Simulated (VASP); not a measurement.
In:

```
In
1.0
     3.04506    0.00000    0.00000
     0.00000    3.04506    0.00000
     0.00000    0.00000    3.04506
In
1
Direct
  0.00000 0.00000 0.00000
```

* Program: VASP 6.6.1
* Task: relaxation of cell and atoms
* Functional: RPBE
* Potentials or basis: VASP PAW PBE potentials, release 64 (In_d)
* Cutoff: 600 eV
* k mesh: 10 × 10 × 10
* Occupations: fermi-dirac, width 0.1 eV
* Spin: no spin polarisation

At the start: pressure 3.3 GPa; volume 28.24 Å³/atom.

Q: How do energy, volume and symmetry change on relaxing?

A: Over 3 steps the energy falls by 26.0 meV/atom and the volume is 31.04 Å³/atom (+9.9 %); space group Pm-3m (No. 221, to 0.05 Å).

Step by step:
```csv
step,energy change (eV),largest force (eV/Å),pressure (GPa),volume (Å³)
1,0.0000,0.0000,3.27,28.24
2,-0.0256,0.0000,0.34,30.66
3,-0.0260,0.0000,-0.02,31.04
```

Final structure:
```xyz
1
Lattice="3.1427 0.0000 0.0000 0.0000 3.1427 0.0000 0.0000 0.0000 3.1427" Properties=species:S:1:pos:R:3 pbc="T T T"
In    0.0000    0.0000    0.0000
```

Caveat: the PAW data sets were made with another functional, which shifts forces and pressure a little.
